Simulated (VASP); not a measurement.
**Ga3As3N2: single point with PBE+D3(BJ)**

Ga3As3N2, a slab with vacuum:

```
Ga As N
1.0
     4.01370    0.00000    0.00000
     0.00000    5.67623    0.00000
     0.00000    0.00000   22.88527
Ga As N
3 3 2
Direct
  0.50000 0.50000 0.17478
  0.00000 0.06538 0.27327
  0.50000 0.48946 0.32920
  0.00000 0.25000 0.17478
  0.50000 0.81022 0.25542
  0.00000 0.28876 0.36640
  0.25000 0.28876 0.51497
  0.25000 0.28876 0.56304
```

* Program: VASP 6.6.1
* Task: single point
* Functional: PBE
* Dispersion: D3(BJ)
* Potentials or basis: VASP PAW PBE potentials, release 64 (Ga_d, As, N)
* Cutoff: 520 eV
* k mesh: 7 × 5 × 1
* Occupations: gaussian, width 0.05 eV
* Spin: no spin polarisation
* Dipole correction: yes
* Further INCAR settings: ALGO = Normal; EDIFF = 1e-07; NBANDS = 42

```json
{
 "Largest force": "2.143 eV/Å",
 "Band gap on the k mesh": "0.40 eV, indirect (least direct gap 0.75 eV)",
 "Dispersion energy per atom": "-0.157 eV"
}
```

Forces in eV/Å, atoms in the order of the input:
```
Ga   0.000 -0.318  1.030
Ga  -0.007  0.007  0.009
Ga   0.008 -0.009 -0.007
As   0.002  0.319 -1.071
As  -0.003  0.011 -0.010
As  -0.040 -0.019 -0.002
N    0.061  0.016 -2.091
N   -0.021 -0.008  2.142
```

Levels at points of the mesh, in eV from the valence-band top:
```csv
k point,band 29,band 30,band 31,band 32,band 33,band 34,band 35,band 36
"(0.00, 0.00, 0.00)",-1.32,-0.89,-0.84,0.00,0.75,1.62,2.30,2.64
```

Run time: 14 min on 1 thread of Intel Xeon 6975P-C (shared host), peak memory 0.71 GiB.

Caveat: the standard files for N, O and F lose accuracy on very short bonds.
